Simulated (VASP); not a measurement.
# Nb2Te6Mo: single point with PBE

Nb2Te6Mo:

```
CELL_PARAMETERS angstrom
6.44975 0.00000 0.00000
-3.22488 5.58565 0.00000
0.00000 0.00000 7.15461
ATOMIC_POSITIONS crystal
Nb 0.33333 0.66667 0.00000
Nb 0.66667 0.33333 0.00000
Te 0.66667 0.00000 0.74563
Te 0.33333 0.33333 0.74563
Te 0.00000 0.66667 0.74563
Te 0.33333 0.00000 0.25437
Te 0.00000 0.33333 0.25437
Te 0.66667 0.66667 0.25437
Mo 0.00000 0.00000 0.00000
```

```
Program             : VASP 6.6.1
Task                : single point
Functional          : PBE
Potentials or basis : VASP PAW PBE potentials, release 64 (Nb_sv, Te, Mo_sv)
Cutoff              : 520 eV
k mesh              : 3 × 3 × 4
Occupations         : gaussian, width 0.1 eV
Spin                : no spin polarisation
```

The pressure is -2.3 GPa and the largest force is 0.292 eV/Å. The band gap on the k mesh is zero (bands 38 and 39 overlap by 1.50 eV).

Forces on the atoms (eV/Å):
```
Nb   0.000  0.000  0.000
Nb   0.000  0.000  0.000
Te   0.223  0.000  0.188
Te  -0.112 -0.193  0.188
Te  -0.112  0.193  0.188
Te  -0.223  0.000 -0.188
Te   0.112 -0.193 -0.188
Te   0.112  0.193 -0.188
Mo   0.000  0.000  0.000
```

Stress tensor (GPa, compression positive):
```
-3.13  0.00  0.00
 0.00 -3.13  0.00
 0.00  0.00 -0.72
```

Levels at points of the mesh, in eV from the Fermi level:
```csv
k point,band 35,band 36,band 37,band 38,band 39,band 40,band 41,band 42
"(0.00, 0.00, 0.00)",-0.59,-0.24,-0.24,0.69,0.94,0.94,0.97,0.97
"(0.00, 0.00, 0.50)",-0.26,-0.26,0.19,0.49,0.49,0.75,0.75,0.75
```

Wall time 110 s on 1 thread of AMD EPYC 9R45 96-Core Processor (Zen 5) (shared host), peak memory 0.37 GiB.

Caveat: the k points lie up to 0.37 Å⁻¹ apart, too coarse for converged energies and pressures of a metal; spin-orbit coupling is left out, which moves the levels of the heavy elements; this functional lacks dispersion, which binds the layers, so the pressure and a relaxed spacing across them are unreliable.
